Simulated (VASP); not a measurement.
Wanted: the native input for a VASP 6.6.1 run.

```yaml
Task: single point
Functional: r2SCAN
Potentials_or_basis: VASP PAW PBE potentials, release 64 (Ga_d)
Cutoff: 520 eV
k_mesh: 7 × 7 × 6
Occupations: fermi-dirac, width 0.05 eV
Spin: no spin polarisation
Dipole_correction: no
Further_INCAR_settings: ALGO = Normal; EDIFF = 1e-07; NBANDS = 34
```

Ga:

```
Ga
1.0
     2.21533   -3.75230    0.00000
     2.21533    3.75230    0.00000
     0.00000    0.00000    4.43165
Ga
4
Direct
  0.34510 0.65490 0.41900
  0.15490 0.84510 0.91900
  0.65490 0.34510 0.58100
  0.84510 0.15490 0.08100
```

These files were run (other wordings do the same):

POSCAR

```
Ga
1.0
    2.2153339849     -3.7523045894      0.0000000000
    2.2153339849      3.7523045894      0.0000000000
    0.0000000000      0.0000000000      4.4316475558
Ga
4
Direct
    0.3451000000      0.6549000000      0.4190000000
    0.1549000000      0.8451000000      0.9190000000
    0.6549000000      0.3451000000      0.5810000000
    0.8451000000      0.1549000000      0.0810000000
```

INCAR.step1

```
SYSTEM = Ga
ALGO = Normal
EDIFF = 1E-4
ENCUT = 520
GGA = PE
ISMEAR = -1
LASPH = .True.
LCHARG = .False.
LREAL = .False.
LWAVE = .True.
NBANDS = 34
NELM = 60
PREC = Accurate
SIGMA = 0.05
```

INCAR.step2

```
SYSTEM = Ga
ALGO = Normal
EDIFF = 1E-7
ENCUT = 520
ISIF = 2
ISMEAR = -1
ISTART = 1
LASPH = .True.
LCHARG = .True.
LELF = .True.
LMIXTAU = .True.
LREAL = .False.
LVHAR = .True.
LWAVE = .False.
METAGGA = R2SCAN
NBANDS = 34
NELM = 60
PREC = Accurate
SIGMA = 0.05
```

KPOINTS

```
k-points
0
Gamma
  7 7 6
  0 0 0
```

Potentials or basis: VASP PAW PBE potentials, release 64 (Ga_d).

Launch:

```console
$ cat potpaw_PBE.64/Ga_d/POTCAR > POTCAR
$ cp INCAR.step1 INCAR
$ mpirun -np 1 vasp_std > vasp.out
$ cp INCAR.step2 INCAR
$ mpirun -np 1 vasp_std > vasp.out
```

Results of the run:

- Pressure: 2.9 GPa
- Largest force: 0.153 eV/Å
- Band gap on the k mesh: zero (band 26 reaches 5.88 eV, above the bottom of band 27 at 4.62 eV)

Caveat: the PAW data sets were made with another functional, which shifts forces and pressure a little.

It took 2.9 min on 1 thread of Intel(R) Xeon(R) 6975P-C (Granite Rapids) (shared host), peak memory 0.26 GiB.
